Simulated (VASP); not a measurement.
# Sb: single point with PBEsol

Sb:

```
CELL_PARAMETERS angstrom
4.30840 2.48746 7.51600
-2.15420 1.24373 3.75800
0.00000 -2.48746 3.75800
ATOMIC_POSITIONS crystal
Sb 0.11597 0.22841 0.22042
Sb 0.60665 0.24273 0.23972
Sb 0.40916 0.73309 0.75042
Sb 0.86822 0.79578 0.78944
```

```yaml
Program: VASP 6.6.1
Task: single point
Functional: PBEsol
Potentials_or_basis: VASP PAW PBE potentials, release 64 (Sb)
Cutoff: 520 eV
k_mesh: 3 × 5 × 5
Occupations: fermi-dirac, width 0.08 eV
Spin: no spin polarisation
```

```yaml
Pressure: 2.1 GPa
Largest_force: 1.527 eV/Å
Band_gap_on_the_k_mesh: zero (band 10 reaches 7.06 eV, above the bottom of band 11 at 6.98 eV)
```

Forces on the atoms (eV/Å):
```
Sb   0.007  0.004  0.253
Sb   0.321 -0.096  1.089
Sb  -1.277 -0.399 -0.736
Sb   0.950  0.491 -0.606
```

Stress tensor (GPa, compression positive):
```
 2.30 -0.43 -0.03
-0.43  2.13 -0.69
-0.03 -0.69  1.89
```

Levels at points of the mesh, in eV from the Fermi level:
```
           k point  band 8  band 9  band 10  band 11  band 12  band 13
(0.00, 0.00, 0.00)   -1.77   -1.67    -0.45    -0.14     0.42     0.77
```

Run time: 94 s on 1 thread of Intel Xeon 6975P-C, on a shared host, peak memory 0.3 GiB.

Caveat: the PAW data sets were made with another functional, which shifts forces and pressure a little; spin-orbit coupling is left out, which moves the levels of the heavy elements.
